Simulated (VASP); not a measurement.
Write the native input for VASP 6.6.1 that does the following.

| Quantity | Value |
| --- | --- |
| Task | single point |
| Functional | r2SCAN |
| Potentials or basis | VASP PAW PBE potentials, release 64 (Ca_sv, F) |
| Cutoff | 660 eV |
| k mesh | 6 × 6 × 6 |
| Occupations | gaussian, width 0.05 eV |
| Spin | no spin polarisation |
| Dipole correction | no |
| Further INCAR settings | ALGO = Normal; EDIFF = 1e-06; NBANDS = 19 |

CaF2 (Fluorite):

```
Ca F
1.0
     0.00000    2.73100    2.72190
     2.73100    0.00000    2.72190
     2.73100    2.73100    0.00000
Ca F
1 2
Cartesian
  0.0000 0.0000 0.0000
  1.3655 1.3655 1.3609
  4.0965 4.0965 4.0828
```

The input as run:

POSCAR

```
CaF2
1.0
    0.0000000000      2.7310000000      2.7218966667
    2.7310000000      0.0000000000      2.7218966667
    2.7310000000      2.7310000000      0.0000000000
Ca F
1 2
Direct
    0.0000000000      0.0000000000      0.0000000000
    0.2500000000      0.2500000000      0.2500000000
    0.7500000000      0.7500000000      0.7500000000
```

INCAR.step1

```
SYSTEM = CaF2
PREC     = Accurate       ! precision mode
ENCUT    = 660            ! plane-wave cutoff, eV
ISMEAR   = 0              ! smearing method
SIGMA    = 0.05           ! smearing width, eV
LREAL    = .FALSE.        ! projectors in reciprocal space
LASPH    = .TRUE.         ! aspherical terms in the spheres
NELM     = 120            ! most SCF steps
NBANDS   = 19             ! bands
GGA      = PE             ! functional
ALGO     = Normal         ! electronic algorithm
EDIFF    = 1E-5           ! SCF threshold, eV
LWAVE    = .TRUE.         ! write WAVECAR
LCHARG   = .FALSE.        ! write CHGCAR
GGA_COMPAT= .FALSE.
```

INCAR.step2

```
SYSTEM = CaF2
PREC     = Accurate       ! precision mode
ENCUT    = 660            ! plane-wave cutoff, eV
EDIFF    = 1E-6           ! SCF threshold, eV
ISMEAR   = 0              ! smearing method
SIGMA    = 0.05           ! smearing width, eV
LREAL    = .FALSE.        ! projectors in reciprocal space
LASPH    = .TRUE.         ! aspherical terms in the spheres
NELM     = 120            ! most SCF steps
ALGO     = Normal         ! electronic algorithm
ISIF     = 2              ! what is computed and relaxed
LWAVE    = .FALSE.        ! write WAVECAR
LCHARG   = .FALSE.        ! write CHGCAR
METAGGA  = R2SCAN         ! meta-GGA
LMIXTAU  = .TRUE.       
NBANDS   = 19             ! bands
ISTART   = 1            
GGA_COMPAT= .FALSE.
```

KPOINTS

```
regular mesh
0
G
  6 6 6
  0 0 0
```

Potentials or basis: VASP PAW PBE potentials, release 64 (Ca_sv, F).

Command:

```sh
$ cat potpaw_PBE.64/Ca_sv/POTCAR potpaw_PBE.64/F/POTCAR > POTCAR
$ cp INCAR.step1 INCAR
$ mpirun -np 1 vasp_std > vasp.out
$ cp INCAR.step2 INCAR
$ mpirun -np 1 vasp_std > vasp.out
```

Results of the run:

- Pressure: -0.4 GPa
- Band gap on the k mesh: 7.96 eV, indirect (least direct gap 8.21 eV)

Caveat: the PAW data sets were made with another functional, which shifts forces and pressure a little.

It took 53 s on 1 thread of Intel(R) Xeon(R) Platinum 8559C (Emerald Rapids), on a shared host, peak memory 0.2 GiB.
